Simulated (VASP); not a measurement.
# BeTe (F-43m) in VASP: settings compared

The runs below take BeTe through single point, with r2SCAN, HSE06, PBE0.

All numbers are computed with VASP 6.6.1; they aren't measurements. Logs are shortened: lines on timing, memory, paths and dates and some standing lists are left out, and cuts for length are marked.

## 1. The cell of the first run

It takes space group F-43m (No. 216, cubic). Conventional cell: a = 5.657 Å, b = 5.657 Å, c = 5.657 Å, α = 90.00°, β = 90.00°, γ = 90.00°. Within 3.2 Å of Be (site symmetry -43m) lie 4 Te at 2.45 Å. Within 3.2 Å of Te (site symmetry -43m) lie 4 Be at 2.45 Å.

## 2. Single point, r2SCAN

File POSCAR:

```
BeTe
1.0
    0.0000000000      2.8286228845      2.8286228845
    2.8286228845      0.0000000000      2.8286228845
    2.8286228845      2.8286228845      0.0000000000
Be Te
1 1
Direct
    0.0000000000      0.0000000000      0.0000000000
    0.2500000000      0.2500000000      0.2500000000
```

File INCAR.step1:

```
SYSTEM = BeTe
ALGO = Normal
EDIFF = 1E-4
ENCUT = 520
GGA = PE
ISMEAR = 0
LASPH = .TRUE.
LCHARG = .FALSE.
LREAL = .FALSE.
LWAVE = .TRUE.
NBANDS = 11
NELM = 80
PREC = Accurate
SIGMA = 0.01
```

File INCAR.step2:

```
SYSTEM = BeTe
ALGO = Normal
EDIFF = 1E-6
ENCUT = 520
ISIF = 2
ISMEAR = 0
ISTART = 1
LASPH = .TRUE.
LCHARG = .TRUE.
LELF = .TRUE.
LMIXTAU = .TRUE.
LREAL = .FALSE.
LVHAR = .TRUE.
LWAVE = .FALSE.
METAGGA = R2SCAN
NBANDS = 11
NELM = 80
PREC = Accurate
SIGMA = 0.01
```

File KPOINTS:

```
k-points
0
G
  6 6 6
  0 0 0
```

Potentials or basis: VASP PAW PBE potentials, release 64 (Be, Te).

Launch:

```console
> cat potpaw_PBE.64/Be/POTCAR potpaw_PBE.64/Te/POTCAR > POTCAR
> cp INCAR.step1 INCAR
> mpirun -np 1 vasp_std > vasp.out
> cp INCAR.step2 INCAR
> mpirun -np 1 vasp_std > vasp.out
```

OUTCAR:

```text
SYSTEM = BeTe
   EDIFF = 1E-6
   ENCUT = 520
   ISIF = 2
   ISMEAR = 0
   ISTART = 1
   LASPH = .TRUE.
   LREAL = .FALSE.
   METAGGA = R2SCAN
   NELM = 80
   PREC = Accurate

 ion  position               nearest neighbor table
   1  0.000  0.000  0.000-   2 2.45   2 2.45   2 2.45   2 2.45
   2  0.250  0.250  0.250-   1 2.45   1 2.45   1 2.45   1 2.45

  LATTYP: Found a face centered cubic cell.
 ALAT       =     5.6572457690

  Lattice vectors:

 A1 = (   0.0000000000,   2.8286228845,   2.8286228845)
 A2 = (   2.8286228845,   0.0000000000,   2.8286228845)
 A3 = (   2.8286228845,   2.8286228845,   0.0000000000)

Analysis of symmetry for initial positions (statically):
=====================================================================
 Subroutine PRICEL returns:
 Original cell was already a primitive cell.

 Routine SETGRP: Setting up the symmetry group for a
 face centered cubic supercell.

 Subroutine GETGRP returns: Found 24 space group operations
 (whereof 24 operations were pure point group operations)
 out of a pool of 48 trial point group operations.

The static configuration has the point symmetry T_d .

Analysis of symmetry for dynamics (positions and initial velocities):
=====================================================================
 Subroutine PRICEL returns:
 Original cell was already a primitive cell.

 Routine SETGRP: Setting up the symmetry group for a
 face centered cubic supercell.

 Subroutine GETGRP returns: Found 24 space group operations
 (whereof 24 operations were pure point group operations)
 out of a pool of 48 trial point group operations.

The dynamic configuration has the point symmetry T_d .

 Subroutine INISYM returns: Found 24 space group operations
 (whereof 24 operations are pure point group operations),
 and found     1 'primitive' translations

----------------------------------------------------------------------------------------

                                     Primitive cell

  volume of cell :      45.2642

  direct lattice vectors                    reciprocal lattice vectors
     0.000000000  2.828622885  2.828622885    -0.176764461  0.176764461  0.176764461
     2.828622885  0.000000000  2.828622885     0.176764461 -0.176764461  0.176764461
     2.828622885  2.828622885  0.000000000     0.176764461  0.176764461 -0.176764461

  length of vectors
     4.000276846  4.000276846  4.000276846     0.306165028  0.306165028  0.306165028

  position of ions in fractional coordinates (direct lattice)
     0.000000000  0.000000000  0.000000000
     0.250000000  0.250000000  0.250000000

  ion indices of the primitive-cell ions
   primitive index   ion index
                 1           1
                 2           2

----------------------------------------------------------------------------------------

 KPOINTS: k-points

Automatic generation of k-mesh.
 Grid dimensions read from file:
 generate k-points for:    6    6    6

 Generating k-lattice:

  Cartesian coordinates                     Fractional coordinates (reciprocal lattice)
    -0.029460744  0.029460744  0.029460744     0.166666667  0.000000000  0.000000000
     0.029460744 -0.029460744  0.029460744     0.000000000  0.166666667  0.000000000
     0.029460744  0.029460744 -0.029460744     0.000000000  0.000000000  0.166666667

  Length of vectors
     0.051027505  0.051027505  0.051027505

  Shift w.r.t. Gamma in fractional coordinates (k-lattice)
     0.000000000  0.000000000  0.000000000

 Subroutine IBZKPT returns following result:
 ===========================================

 Found     16 irreducible k-points:

 Following reciprocal coordinates:
            Coordinates               Weight
  0.000000  0.000000  0.000000      1.000000
  0.166667  0.000000  0.000000      8.000000
  0.333333  0.000000  0.000000      8.000000
  0.500000  0.000000  0.000000      4.000000
  0.166667  0.166667  0.000000      6.000000
  0.333333  0.166667  0.000000     24.000000
[... 8 lines left out ...]
 -0.333333  0.333333  0.166667     24.000000
 -0.333333  0.500000  0.166667     12.000000
   k-points           NKPTS =     16   k-points in BZ     NKDIM =     16   number of bands    NBANDS=     11
   number of dos      NEDOS =    301   number of ions     NIONS =      2
   total plane-waves  NPLWV =  27000
   dimension x,y,z NGX =    30 NGY =   30 NGZ =   30
   dimension x,y,z NGXF=    60 NGYF=   60 NGZF=   60
   ions per type =               1   1
   NGX,Y,Z   is equivalent  to a cutoff of  12.47, 12.47, 12.47 a.u.
   NGXF,Y,Z  is equivalent  to a cutoff of  24.94, 24.94, 24.94 a.u.
 SYSTEM =  BeTe
   PREC   = accura    normal or accurate (medium, high low for compatibility)
   ISTART =      1    job   : 0-new  1-cont  2-samecut
   ICHARG =      0    charge: 1-file 2-atom 10-const
   ISPIN  =      1    spin polarized calculation?
   LNONCOLLINEAR =      F non collinear calculations
   LSORBIT =      F    spin-orbit coupling
   LASPH  =      T    aspherical Exc in radial PAW
   ENCUT  =  520.0 eV  38.22 Ry    6.18 a.u.   7.44  7.44  7.44*2*pi/ulx,y,z
   NELM   =     80;   NELMIN=  2; NELMDL=  0     # of ELM steps
   EDIFF  = 0.1E-05   stopping-criterion for ELM
   LREAL  =      F    real-space projection
   EDIFFG = 0.1E-04   stopping-criterion for IOM
   NSW    =      0    number of steps for IOM
   IBRION =     -1    ionic relax: 0-MD 1-quasi-New 2-CG
   NFREE  =      0    steps in history (QN), initial steepest desc. (CG)
   ISIF   =      2    stress and relaxation
   ISYM   =      2    0-nonsym 1-usesym 2-fastsym
   POTIM  = 0.5000    time-step for ionic-motion
   TEBEG  =    0.0;   TEEND  =   0.0 temperature during run
   PSTRESS=    0.0 pullay stress
   NELECT =       8.0000    total number of electrons
   NUPDOWN=      -1.0000    fix difference up-down
   EMIN   =  10.00;   EMAX   =-10.00  energy-range for DOS
   EFERMI =   0.00;   METHOD = LEGACY
   ISMEAR =     0;   SIGMA  =   0.01  broadening in eV -4-tet -1-fermi 0-gaus
   EFERMI_NEDOS =   21; number of points for ismear=-14 and -15
   IALGO  =     38    algorithm
   IMIX   =      4    mixing-type and parameters
     AMIX     =   0.40;   BMIX     =  1.00
     AMIX_MAG =   1.60;   BMIX_MAG =  1.00
  volume/ion in A,a.u.               =      22.63       152.73
  Fermi-wavevector in a.u.,A,eV,Ry     =   0.918727  1.736142 11.484122  0.844059
  Thomas-Fermi vector in A             =   2.043841
   LORBIT       =      0    0 simple, 1 ext, 2 COOP (PROOUT), +10 PAW based schemes
   METAGGA = R2SCAN    functional components
   LHFCALC =     F    Hartree Fock is set to
   AEXX    =    0.0000 exact exchange contribution
   IVDW    =     0    specifies the selected vdW correction
   LEPSILON=     F    determine dielectric tensor
   LRPA    =     F    only Hartree local field effects (RPA)
 non-spin polarized calculation
 Gauss-broadening in eV      SIGMA  =   0.01
  energy-cutoff  :      520.00
  volume of cell :       45.26
 maximum number of plane-waves:      1243
 NGX is ok and might be reduce to    30
   NGX = 15   NGY = 15   NGZ = 15

 number of electron       8.0000000 magnetization

 Free energy of the ion-electron system (eV)
  ---------------------------------------------------
  ext. energy  EPLUGINS =         0.00000000
  ---------------------------------------------------
  free energy    TOTEN  =       -30.67990671 eV

  energy without entropy =      -30.67990671  energy(sigma->0) =      -30.67990671

 E-fermi :   4.8520     XC(G=0):  -9.4215

 val. band max:        4.7882119964   @ k =   0.0000   0.0000   0.0000
 cond. band min:       7.1563007409   @ k =   0.5000   0.5000   0.0000
 fundamental gap:      2.3680887446
 Fermi energy:         4.8519973101

 k-point     1 :       0.0000    0.0000    0.0000
  band No.  band energies     occupation
      1      -7.9066      2.00000
      2       4.7882      2.00000
      3       4.7882      2.00000
      4       4.7882      2.00000
      5       8.8180      0.00000
      6       8.8181      0.00000
      7       8.8181      0.00000
      8       9.1947      0.00000
      9      13.8017      0.00000
     10      15.5078      0.00000
     11      15.5078      0.00000

 k-point     2 :       0.1667    0.0000    0.0000
  band No.  band energies     occupation
      1      -7.6359      2.00000
      2       2.7858      2.00000
      3       4.4101      2.00000
      4       4.4101      2.00000
      5       8.7242      0.00000
      6       9.3732      0.00000
      7       9.3732      0.00000
      8      11.1204      0.00000
      9      14.3979      0.00000
     10      14.3979      0.00000
     11      14.4747      0.00000

 k-point     3 :       0.3333    0.0000    0.0000
  band No.  band energies     occupation
      1      -6.9587      2.00000
      2       0.2426      2.00000
      3       3.8585      2.00000
      4       3.8586      2.00000
      5       8.4222      0.00000
      6       9.8440      0.00000
      7       9.8440      0.00000
      8      13.2228      0.00000
      9      14.8424      0.00000
     10      14.9684      0.00000
     11      14.9684      0.00000

 k-point     4 :       0.5000    0.0000    0.0000
  band No.  band energies     occupation
      1      -6.4988      2.00000
      2      -0.8876      2.00000
      3       3.6395      2.00000
      4       3.6395      2.00000
      5       8.3033      0.00000
      6       9.8112      0.00000
      7       9.8112      0.00000
      8      13.2612      0.00000
      9      16.4966      0.00000
     10      17.0186      0.00000
     11      17.0186      0.00000
[... 127 lines left out ...]
 k-point    14 :       0.5000    0.3333    0.1667
  band No.  band energies     occupation
      1      -6.4445      2.00000
      2       0.2911      2.00000
      3       1.6873      2.00000
      4       2.7835      2.00000
      5       9.1772      0.00000
      6      10.2008      0.00000
      7      10.5085      0.00000
      8      13.1053      0.00000
      9      15.5466      0.00000
     10      15.8820      0.00000
     11      18.3448      0.00000

 k-point    15 :      -0.3333    0.3333    0.1667
  band No.  band energies     occupation
      1      -6.1014      2.00000
      2      -0.1865      2.00000
      3       1.2416      2.00000
      4       2.3544      2.00000
      5       9.7223      0.00000
      6       9.9475      0.00000
      7      12.3132      0.00000
      8      12.5064      0.00000
      9      14.0597      0.00000
     10      17.4172      0.00000
     11      18.2349      0.00000

 k-point    16 :      -0.3333    0.5000    0.1667
  band No.  band energies     occupation
      1      -5.9517      2.00000
      2      -0.1412      2.00000
      3       1.3452      2.00000
      4       1.6689      2.00000
      5       8.9300      0.00000
      6       9.4703      0.00000
      7      12.7457      0.00000
      8      12.9674      0.00000
      9      16.4384      0.00000
     10      17.3931      0.00000
     11      18.3934      0.00000

------------------------ aborting loop because EDIFF is reached ----------------------------------------

  FORCE on cell =-STRESS in cart. coord.  units (eV):
  Direction    XX          YY          ZZ          XY          YZ          ZX
  --------------------------------------------------------------------------------------
  -------------------------------------------------------------------------------------
  Total        0.0566521      0.0566521      0.0566521      0.0000000     -0.0000000      0.0000000
  in kB        2.0052646      2.0052646      2.0052646      0.0000000     -0.0000000      0.0000000
  external PRESSURE =       2.0052646 kB  Pullay stress =       0.0000000 kB

 VOLUME and BASIS-vectors are now :
 -----------------------------------------------------------------------------
  energy-cutoff  :      520.00
  volume of cell :       45.26
      direct lattice vectors                 reciprocal lattice vectors
     0.000000000  2.828622885  2.828622885    -0.176764461  0.176764461  0.176764461
     2.828622885  0.000000000  2.828622885     0.176764461 -0.176764461  0.176764461
     2.828622885  2.828622885  0.000000000     0.176764461  0.176764461 -0.176764461

 POSITION                                       TOTAL-FORCE (eV/Angst)
 -----------------------------------------------------------------------------------
      0.00000      0.00000      0.00000         0.000000      0.000000      0.000000
      1.41431      1.41431      1.41431        -0.000000     -0.000000     -0.000000
 -----------------------------------------------------------------------------------
    total drift:                                0.000000      0.000000      0.000000

  FREE ENERGIE OF THE ION-ELECTRON SYSTEM (eV)
  ---------------------------------------------------
  free  energy   TOTEN  =       -30.6799067148 eV

  energy  without entropy=      -30.6799067148  energy(sigma->0) =      -30.67990671
```

Wall time 31 s (1 thread of AMD EPYC 7R13 (Zen 3), shared host); peak memory 0.14 GiB.

Results:

```yaml
Free_energy: -30.6799 eV
Pressure: 0.2 GPa
Band_gap_on_the_k_mesh: 2.37 eV, indirect (least direct gap 4.03 eV)
```

Caveat: the PAW data sets were made with another functional, which shifts forces and pressure a little; spin-orbit coupling is left out, which moves the levels of the heavy elements. A k mesh can miss the band edges.

## 3. Single point, HSE06

POSCAR is that of step 2.

File INCAR.step1:

```
SYSTEM = BeTe
PREC = Accurate ; ENCUT = 520
EDIFF = 1E-5 ; ISMEAR = 0
SIGMA = 0.01 ; LREAL = .False.
LASPH = .True. ; NELM = 60
ALGO = Normal ; ISIF = 2
LWAVE = .True. ; GGA = PE
NBANDS = 11
```

File INCAR.step2:

```
SYSTEM = BeTe
PREC = Accurate ; ENCUT = 520
EDIFF = 1E-7 ; ISMEAR = 0
SIGMA = 0.01 ; LREAL = .False.
LASPH = .True. ; NELM = 60
ALGO = Normal ; ISIF = 2
LWAVE = .False. ; LCHARG = .True.
GGA = PE ; LHFCALC = .True.
HFSCREEN = 0.2079 ; PRECFOCK = Normal
LELF = .True. ; LVHAR = .True.
ISTART = 1 ; NBANDS = 11
```

File KPOINTS:

```
regular mesh
0
Gamma
  6 6 6
  0 0 0
```

Potentials or basis: VASP PAW PBE potentials, release 64 (Be, Te).

Launch:

```console
> cat potpaw_PBE.64/Be/POTCAR potpaw_PBE.64/Te/POTCAR > POTCAR
> cp INCAR.step1 INCAR
> mpirun -np 1 vasp_std > vasp.out
> cp INCAR.step2 INCAR
> mpirun -np 1 vasp_std > vasp.out
```

Run time: 23 min. Hardware: 1 thread of AMD EPYC 7R13 (Zen 3), shared host; peak memory 0.27 GiB.

It converged, with:

| Quantity | Value |
| --- | --- |
| Free energy | -8.7508 eV |
| Pressure | -0.9 GPa |
| Band gap on the k mesh | 2.67 eV, indirect (least direct gap 4.48 eV) |

Levels at points of the mesh, in eV from the valence-band top:
| k point | band 1 | band 2 | band 3 | band 4 | band 5 | band 6 | band 7 | band 8 | band 9 |
| --- | --- | --- | --- | --- | --- | --- | --- | --- | --- |
| (0.00, 0.00, 0.00) | -13.35 | 0.00 | 0.00 | 0.00 | 4.48 | 4.48 | 4.48 | 4.49 | 9.34 |
| (0.50, 0.00, 0.00) | -11.87 | -6.01 | -1.20 | -1.20 | 3.79 | 5.48 | 5.48 | 8.84 | 12.05 |
| (0.50, 0.50, 0.00) | -11.33 | -5.58 | -2.82 | -2.82 | 2.67 | 3.40 | 10.99 | 10.99 | 12.78 |

Caveat: the PAW data sets were made with another functional, which shifts forces and pressure a little; spin-orbit coupling is left out, which moves the levels of the heavy elements. A k mesh can miss the band edges.

## 4. Single point, PBE0

POSCAR is that of step 3.

File INCAR.step1:

```
SYSTEM = BeTe
PREC     = Accurate       ! precision mode
ENCUT    = 520            ! plane-wave cutoff, eV
EDIFF    = 1E-5           ! SCF threshold, eV
ISMEAR   = 0              ! smearing method
SIGMA    = 0.01           ! smearing width, eV
LREAL    = .FALSE.        ! projectors in reciprocal space
LASPH    = .TRUE.         ! aspherical terms in the spheres
NELM     = 80             ! most SCF steps
ALGO     = Normal         ! electronic algorithm
ISIF     = 2              ! what is computed and relaxed
LWAVE    = .TRUE.         ! write WAVECAR
LCHARG   = .FALSE.        ! write CHGCAR
GGA      = PE             ! functional
NBANDS   = 11             ! bands
```

File INCAR.step2:

```
SYSTEM = BeTe
PREC     = Accurate       ! precision mode
ENCUT    = 520            ! plane-wave cutoff, eV
EDIFF    = 1E-6           ! SCF threshold, eV
ISMEAR   = 0              ! smearing method
SIGMA    = 0.01           ! smearing width, eV
LREAL    = .FALSE.        ! projectors in reciprocal space
LASPH    = .TRUE.         ! aspherical terms in the spheres
NELM     = 80             ! most SCF steps
ALGO     = Normal         ! electronic algorithm
ISIF     = 2              ! what is computed and relaxed
LWAVE    = .FALSE.        ! write WAVECAR
LCHARG   = .FALSE.        ! write CHGCAR
GGA      = PE             ! functional
LHFCALC  = .TRUE.         ! exact exchange
AEXX     = 0.25           ! exact-exchange fraction
PRECFOCK = Normal       
ISTART   = 1            
NBANDS   = 11             ! bands
```

File KPOINTS:

```
regular mesh
0
G
  6 6 6
  0 0 0
```

Launch:

```console
> cat potpaw_PBE.64/Be/POTCAR potpaw_PBE.64/Te/POTCAR > POTCAR
> cp INCAR.step1 INCAR
> mpirun -np 1 vasp_std > vasp.out
> cp INCAR.step2 INCAR
> mpirun -np 1 vasp_std > vasp.out
```

It took 13 min on 1 thread of AMD EPYC 7R13 (Zen 3), shared host; peak memory 0.17 GiB.

Results (log left out):

- Free energy: -9.3389 eV
- Pressure: -1.0 GPa
- Band gap on the k mesh: 3.34 eV, indirect (least direct gap 5.17 eV)

Levels at points of the mesh, in eV from the valence-band top:
```csv
k point,band 1,band 2,band 3,band 4,band 5,band 6,band 7,band 8
"(0.00, 0.00, 0.00)",-13.44,0.00,0.00,0.00,5.17,5.17,5.17,5.17
"(0.50, 0.00, 0.00)",-11.95,-6.10,-1.22,-1.22,4.48,6.18,6.18,9.54
"(0.50, 0.50, 0.00)",-11.41,-5.67,-2.87,-2.87,3.34,4.08,11.73,11.73
```

Caveat: the PAW data sets were made with another functional, which shifts forces and pressure a little; spin-orbit coupling is left out, which moves the levels of the heavy elements. A k mesh can miss the band edges.

## 5. Overview

```csv
level,grid for exact exchange (PRECFOCK),screening parameter,gap on the mesh (eV),pressure (GPa)
r2SCAN,-,-,2.37,0.2
HSE06,Normal,0.2079 1/Å,2.67,-0.9
PBE0,Normal,-,3.34,-1.0
```

Alike in all rows: task single point; potentials or basis VASP PAW PBE potentials, release 64 (Be, Te); no spin polarisation; cell as given; k mesh 6 × 6 × 6; cutoff (eV) 520; smearing gaussian 0.01 eV.

On the cell as given the gap runs from 2.37 eV (r2SCAN) to 3.34 eV (PBE0). The pressure there spans -1.0 GPa (PBE0) to 0.2 GPa (r2SCAN); a positive pressure means that this level wants a larger cell, a negative one a smaller.

Caveats: the PAW data sets were made with another functional, which shifts forces and pressure a little; spin-orbit coupling is left out, which moves the levels of the heavy elements.

Absolute energies hang on the potentials; compare differences alone.
